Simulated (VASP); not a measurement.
# HgTe (I-4m2) in VASP: further runs

The runs below take HgTe through single point, with PBE, r2SCAN.

Program: VASP 6.6.1. These are calculated values, not measurements. Logs are shortened: lines on timing, memory, paths and dates and some standing lists are left out, and cuts for length are marked.

**1. The cell of the first run**

Symmetry: I-4m2, No. 119, tetragonal system. The conventional cell has a = 4.838 Å, b = 4.838 Å, c = 6.192 Å, α = 90.00°, β = 90.00°, γ = 90.00°. Within 3.8 Å of Hg (site symmetry -4m2) lie 4 Te at 2.87 Å. Within 3.8 Å of Te (site symmetry -4m2) lie 4 Hg at 2.87 Å.

**2. Single point, PBE (epitaxial xy strain +4.0%)**

INCAR

```
PREC     = Accurate       # precision mode
ENCUT    = 520            # plane-wave cutoff, eV
EDIFF    = 1E-7           # SCF threshold, eV
ISMEAR   = -1             # smearing method
SIGMA    = 0.02           # smearing width, eV
LREAL    = False          # projectors in reciprocal space
LASPH    = True           # aspherical terms in the spheres
NELM     = 100            # most SCF steps
ALGO     = Normal         # electronic algorithm
ISIF     = 2              # what is computed and relaxed
LWAVE    = False          # write WAVECAR
LCHARG   = False          # write CHGCAR
GGA      = PE             # functional
NBANDS   = 16             # bands
```

KPOINTS

```
Automatic mesh
0
Gamma
  6 6 6
```

POSCAR

```
HgTe
1.0
    0.0000000000      3.4207242017      3.0958449534
    3.4207242017      0.0000000000      3.0958449534
    3.4207242017      3.4207242017      0.0000000000
Hg Te
1 1
Direct
    0.0000000000      0.0000000000      0.0000000000
    0.2500000000      0.2500000000      0.2500000000
```

Potentials or basis: VASP PAW PBE potentials, release 64 (Hg, Te).

Command:

```
> cat potpaw_PBE.64/Hg/POTCAR potpaw_PBE.64/Te/POTCAR > POTCAR
> mpirun -np 1 vasp_std > vasp.out
```

OUTCAR:

```text
PREC = Accurate
   ENCUT = 520
   EDIFF = 1E-7
   ISMEAR = -1
   LREAL = False
   LASPH = True
   NELM = 100
   ISIF = 2
   GGA = PE

 ion  position               nearest neighbor table
   1  0.000  0.000  0.000-   2 2.87   2 2.87   2 2.87   2 2.87
   2  0.250  0.250  0.250-   1 2.87   1 2.87   1 2.87   1 2.87

  LATTYP: Found a body centered tetragonal cell.
 ALAT       =     4.8376345592
 C/A-ratio  =     1.2799002965

  Lattice vectors:

 A1 = (   0.0000000000,  -3.4207242017,  -3.0958449534)
 A2 = (   0.0000000000,   3.4207242017,  -3.0958449534)
 A3 = (   3.4207242017,   0.0000000000,   3.0958449534)

Analysis of symmetry for initial positions (statically):
=====================================================================
 Subroutine PRICEL returns:
 Original cell was already a primitive cell.

 Routine SETGRP: Setting up the symmetry group for a
 body centered tetragonal supercell.

 Subroutine GETGRP returns: Found  8 space group operations
 (whereof  8 operations were pure point group operations)
 out of a pool of 16 trial point group operations.

The static configuration has the point symmetry D_2d.

Analysis of symmetry for dynamics (positions and initial velocities):
=====================================================================
 Subroutine PRICEL returns:
 Original cell was already a primitive cell.

 Routine SETGRP: Setting up the symmetry group for a
 body centered tetragonal supercell.

 Subroutine GETGRP returns: Found  8 space group operations
 (whereof  8 operations were pure point group operations)
 out of a pool of 16 trial point group operations.

The dynamic configuration has the point symmetry D_2d.

 Subroutine INISYM returns: Found  8 space group operations
 (whereof  8 operations are pure point group operations),
 and found     1 'primitive' translations

----------------------------------------------------------------------------------------

                                     Primitive cell

  volume of cell :      72.4512

  direct lattice vectors                    reciprocal lattice vectors
     0.000000000  3.420724202  3.095844953    -0.146167879  0.146167879  0.161506796
     3.420724202  0.000000000  3.095844953     0.146167879 -0.146167879  0.161506796
     3.420724202  3.420724202  0.000000000     0.146167879  0.146167879 -0.161506796

  length of vectors
     4.613633063  4.613633063  4.837634559     0.262325261  0.262325261  0.262325261

  position of ions in fractional coordinates (direct lattice)
     0.000000000  0.000000000  0.000000000
     0.250000000  0.250000000  0.250000000

  ion indices of the primitive-cell ions
   primitive index   ion index
                 1           1
                 2           2

----------------------------------------------------------------------------------------

 KPOINTS: Automatic mesh

Automatic generation of k-mesh.
 Grid dimensions read from file:
 generate k-points for:    6    6    6

 Generating k-lattice:

  Cartesian coordinates                     Fractional coordinates (reciprocal lattice)
    -0.024361313  0.024361313  0.026917799     0.166666667 -0.000000000  0.000000000
     0.024361313 -0.024361313  0.026917799    -0.000000000  0.166666667  0.000000000
     0.024361313  0.024361313 -0.026917799     0.000000000  0.000000000  0.166666667

  Length of vectors
     0.043720877  0.043720877  0.043720877

  Shift w.r.t. Gamma in fractional coordinates (k-lattice)
     0.000000000  0.000000000  0.000000000

 Subroutine IBZKPT returns following result:
 ===========================================

 Found     30 irreducible k-points:

 Following reciprocal coordinates:
            Coordinates               Weight
  0.000000  0.000000  0.000000      1.000000
  0.166667  0.000000  0.000000      8.000000
  0.333333  0.000000  0.000000      8.000000
  0.500000  0.000000  0.000000      4.000000
  0.166667  0.166667  0.000000      2.000000
  0.333333  0.166667  0.000000      8.000000
[... 16 lines left out ...]
  0.333333  0.000000  0.333333      4.000000
  0.500000  0.000000  0.333333     16.000000
 [... further k-points ...]
   k-points           NKPTS =     30   k-points in BZ     NKDIM =     30   number of bands    NBANDS=     16
   number of dos      NEDOS =    301   number of ions     NIONS =      2
   total plane-waves  NPLWV =  46656
   dimension x,y,z NGX =    36 NGY =   36 NGZ =   36
   dimension x,y,z NGXF=    72 NGYF=   72 NGZF=   72
   ions per type =               1   1
   NGX,Y,Z   is equivalent  to a cutoff of  12.97, 12.97, 12.37 a.u.
   NGXF,Y,Z  is equivalent  to a cutoff of  25.94, 25.94, 24.74 a.u.
 SYSTEM =  unknown system
   PREC   = accura    normal or accurate (medium, high low for compatibility)
   ISTART =      0    job   : 0-new  1-cont  2-samecut
   ICHARG =      2    charge: 1-file 2-atom 10-const
   ISPIN  =      1    spin polarized calculation?
   LNONCOLLINEAR =      F non collinear calculations
   LSORBIT =      F    spin-orbit coupling
   LASPH  =      T    aspherical Exc in radial PAW
   ENCUT  =  520.0 eV  38.22 Ry    6.18 a.u.   8.58  8.58  8.99*2*pi/ulx,y,z
   NELM   =    100;   NELMIN=  2; NELMDL= -5     # of ELM steps
   EDIFF  = 0.1E-06   stopping-criterion for ELM
   LREAL  =      F    real-space projection
   EDIFFG = 0.1E-05   stopping-criterion for IOM
   NSW    =      0    number of steps for IOM
   IBRION =     -1    ionic relax: 0-MD 1-quasi-New 2-CG
   NFREE  =      0    steps in history (QN), initial steepest desc. (CG)
   ISIF   =      2    stress and relaxation
   ISYM   =      2    0-nonsym 1-usesym 2-fastsym
   POTIM  = 0.5000    time-step for ionic-motion
   TEBEG  =    0.0;   TEEND  =   0.0 temperature during run
   PSTRESS=    0.0 pullay stress
   NELECT =      18.0000    total number of electrons
   NUPDOWN=      -1.0000    fix difference up-down
   EMIN   =  10.00;   EMAX   =-10.00  energy-range for DOS
   EFERMI =   0.00;   METHOD = LEGACY
   ISMEAR =    -1;   SIGMA  =   0.02  broadening in eV -4-tet -1-fermi 0-gaus
   EFERMI_NEDOS =   21; number of points for ismear=-14 and -15
   IALGO  =     38    algorithm
   IMIX   =      4    mixing-type and parameters
     AMIX     =   0.40;   BMIX     =  1.00
     AMIX_MAG =   1.60;   BMIX_MAG =  1.00
  volume/ion in A,a.u.               =      36.23       244.46
  Fermi-wavevector in a.u.,A,eV,Ry     =   1.029162  1.944835 14.410953  1.059175
  Thomas-Fermi vector in A             =   2.163196
   LORBIT       =      0    0 simple, 1 ext, 2 COOP (PROOUT), +10 PAW based schemes
   GGA     = PE    functional components
   LHFCALC =     F    Hartree Fock is set to
   AEXX    =    0.0000 exact exchange contribution
   IVDW    =     0    specifies the selected vdW correction
   LEPSILON=     F    determine dielectric tensor
   LRPA    =     F    only Hartree local field effects (RPA)
 non-spin polarized calculation
  energy-cutoff  :      520.00
  volume of cell :       72.45
 maximum number of plane-waves:      1971
 NGX is ok and might be reduce to    36
   NGX = 17   NGY = 17   NGZ = 17

 number of electron      18.0000000 magnetization

 Free energy of the ion-electron system (eV)
  ---------------------------------------------------
  ext. energy  EPLUGINS =         0.00000000
  ---------------------------------------------------
  free energy    TOTEN  =        -3.62059282 eV

  energy without entropy =       -3.62058471  energy(sigma->0) =       -3.62058877

 E-fermi :   2.4094     XC(G=0):  -8.4320

 val. band max:        2.2702429803   @ k =   0.0000   0.0000   0.0000
 cond. band min:       2.5267374564   @ k =   0.0000   0.0000   0.0000
 fundamental gap:      0.2564944761
 Fermi energy:         2.4094008733

 k-point     1 :       0.0000    0.0000    0.0000
  band No.  band energies     occupation
      1      -9.1084      2.00000
      2      -4.5761      2.00000
      3      -4.5761      2.00000
      4      -4.5601      2.00000
      5      -4.1617      2.00000
      6      -4.1093      2.00000
[... 8 lines left out ...]
     15      11.2325      0.00000
     16      11.8942      0.00000

 k-point     2 :       0.1667    0.0000    0.0000
  band No.  band energies     occupation
      1      -8.9932      2.00000
      2      -4.5486      2.00000
      3      -4.5465      2.00000
      4      -4.5042      2.00000
      5      -4.1580      2.00000
      6      -4.1148      2.00000
[... 8 lines left out ...]
     15      10.6392      0.00000
     16      11.2032      0.00000

 k-point     3 :       0.3333    0.0000    0.0000
  band No.  band energies     occupation
      1      -8.7473      2.00000
      2      -4.5050      2.00000
      3      -4.4803      2.00000
      4      -4.2645      2.00000
      5      -4.1339      2.00000
      6      -4.1103      2.00000
[... 8 lines left out ...]
     15      11.2830      0.00000
     16      11.3906      0.00000

 k-point     4 :       0.5000    0.0000    0.0000
  band No.  band energies     occupation
      1      -8.6161      2.00000
      2      -4.4906      2.00000
      3      -4.4518      2.00000
      4      -4.1323      2.00000
      5      -4.1119      2.00000
      6      -3.8746      2.00000
[... 8 lines left out ...]
     15      11.9909      0.00000
     16      12.6647      0.00000
[... 324 lines left out ...]
 k-point    22 :      -0.3333    0.5000    0.1667
  band No.  band energies     occupation
      1      -8.4322      2.00000
      2      -4.3718      2.00000
      3      -4.3516      2.00000
      4      -4.2522      2.00000
      5      -4.1172      2.00000
      6      -3.6160      2.00000
[... 8 lines left out ...]
     15      12.9668      0.00000
     16      13.3060      0.00000

 k-point    23 :       0.3333    0.0000    0.3333
  band No.  band energies     occupation
      1      -8.6362      2.00000
      2      -4.4273      2.00000
      3      -4.4229      2.00000
      4      -4.3220      2.00000
      5      -4.1328      2.00000
      6      -4.0778      2.00000
[... 8 lines left out ...]
     15      12.1432      0.00000
     16      13.7941      0.00000

 k-point    24 :       0.5000    0.0000    0.3333
  band No.  band energies     occupation
      1      -8.5016      2.00000
      2      -4.4285      2.00000
      3      -4.3309      2.00000
      4      -4.2516      2.00000
      5      -4.1055      2.00000
      6      -3.8734      2.00000
[... 8 lines left out ...]
     15      12.4119      0.00000
     16      13.4892      0.00000

 [... further k-points ...]

------------------------ aborting loop because EDIFF is reached ----------------------------------------

  FORCE on cell =-STRESS in cart. coord.  units (eV):
  Direction    XX          YY          ZZ          XY          YZ          ZX
  --------------------------------------------------------------------------------------
  -------------------------------------------------------------------------------------
  Total        0.0498693      0.0498693      0.5778059      0.0000000      0.0000000     -0.0000000
  in kB        1.1028035      1.1028035     12.7775403      0.0000000      0.0000000     -0.0000000
  external PRESSURE =       4.9943824 kB  Pullay stress =       0.0000000 kB

 VOLUME and BASIS-vectors are now :
 -----------------------------------------------------------------------------
  energy-cutoff  :      520.00
  volume of cell :       72.45
      direct lattice vectors                 reciprocal lattice vectors
     0.000000000  3.420724202  3.095844953    -0.146167879  0.146167879  0.161506796
     3.420724202  0.000000000  3.095844953     0.146167879 -0.146167879  0.161506796
     3.420724202  3.420724202  0.000000000     0.146167879  0.146167879 -0.161506796

 POSITION                                       TOTAL-FORCE (eV/Angst)
 -----------------------------------------------------------------------------------
      0.00000      0.00000      0.00000         0.000000      0.000000     -0.000000
      1.71036      1.71036      1.54792        -0.000000     -0.000000      0.000000
 -----------------------------------------------------------------------------------
    total drift:                               -0.000000     -0.000000      0.000000

  FREE ENERGIE OF THE ION-ELECTRON SYSTEM (eV)
  ---------------------------------------------------
  free  energy   TOTEN  =        -3.6205928235 eV

  energy  without entropy=       -3.6205847091  energy(sigma->0) =       -3.62058877
```

Run time: 19 s. Hardware: 1 thread of Intel Xeon Platinum 8559C (Emerald Rapids), shared host; peak memory 0.21 GiB.

What came out:

| Property | Result |
| --- | --- |
| Free energy | -3.6206 eV |
| Pressure | 0.5 GPa |
| Band gap on the k mesh | 0.26 eV |

Stress tensor (GPa, compression positive):
```
0.11 0.00 0.00
0.00 0.11 0.00
0.00 0.00 1.28
```

Caveat: the cell differs from its parent crystal (epitaxial xy strain +4.0%); spin-orbit coupling is left out, which moves the levels of the heavy elements.

**3. Single point, r2SCAN (epitaxial xy strain -4.0%)**

POSCAR

```
HgTe
1.0
    0.0000000000      3.1575915708      3.4654980869
    3.1575915708      0.0000000000      3.4654980869
    3.1575915708      3.1575915708      0.0000000000
Hg Te
1 1
Direct
    0.0000000000      0.0000000000      0.0000000000
    0.2500000000      0.2500000000      0.2500000000
```

INCAR.step1

```
PREC = Accurate ; ENCUT = 520
ISMEAR = -1 ; SIGMA = 0.02
LREAL = F ; LASPH = T
NELM = 80 ; NBANDS = 16
GGA = PE ; ALGO = Normal
EDIFF = 1E-4 ; LWAVE = T
LCHARG = F
```

INCAR.step2

```
PREC = Accurate ; ENCUT = 520
EDIFF = 1E-7 ; ISMEAR = -1
SIGMA = 0.02 ; LREAL = F
LASPH = T ; NELM = 80
ALGO = Normal ; ISIF = 2
LWAVE = F ; LCHARG = T
METAGGA = R2SCAN ; LMIXTAU = T
LELF = T ; LVHAR = T
NBANDS = 16 ; ISTART = 1
```

KPOINTS

```
regular mesh
0
Gamma
  6 6 6
```

Potentials or basis: VASP PAW PBE potentials, release 64 (Hg, Te).

Command:

```
> cat potpaw_PBE.64/Hg/POTCAR potpaw_PBE.64/Te/POTCAR > POTCAR
> cp INCAR.step1 INCAR
> mpirun -np 1 vasp_std > vasp.out
> cp INCAR.step2 INCAR
> mpirun -np 1 vasp_std > vasp.out
```

It took 92 s on 1 thread of Intel Xeon Platinum 8559C (Emerald Rapids), shared host; peak memory 0.22 GiB.

It converged, with:

* Free energy: -75.1255 eV
* Pressure: 1.2 GPa
* Band gap on the k mesh: zero (filled and empty bands touch)

Stress tensor (GPa, compression positive):
```
1.70 0.00 0.00
0.00 1.70 0.00
0.00 0.00 0.07
```

Levels at points of the mesh, in eV from the Fermi level:
| k point | band 5 | band 6 | band 7 | band 8 | band 9 | band 10 | band 11 | band 12 | band 13 | band 14 |
| --- | --- | --- | --- | --- | --- | --- | --- | --- | --- | --- |
| (0.00, 0.00, 0.00) | -7.09 | -7.04 | -0.62 | -0.39 | 0.00 | 0.00 | 4.54 | 4.54 | 4.58 | 6.72 |
| (0.50, 0.00, 0.00) | -7.05 | -6.75 | -5.57 | -1.30 | -0.85 | 0.78 | 5.13 | 5.57 | 7.11 | 8.14 |
| (0.50, 0.50, 0.00) | -7.00 | -6.72 | -5.84 | -2.09 | -2.09 | 2.45 | 3.00 | 8.07 | 9.22 | 9.22 |
| (0.50, 0.00, 0.50) | -7.01 | -6.56 | -5.38 | -2.57 | -2.34 | 1.76 | 2.55 | 8.63 | 8.79 | 9.11 |

Caveat: the cell differs from its parent crystal (epitaxial xy strain -4.0%); semilocal functionals underestimate gaps, so a narrow gap can read as zero; the PAW data sets were made with another functional, which shifts forces and pressure a little; spin-orbit coupling is left out, which moves the levels of the heavy elements.

[end of part 1 of 2]
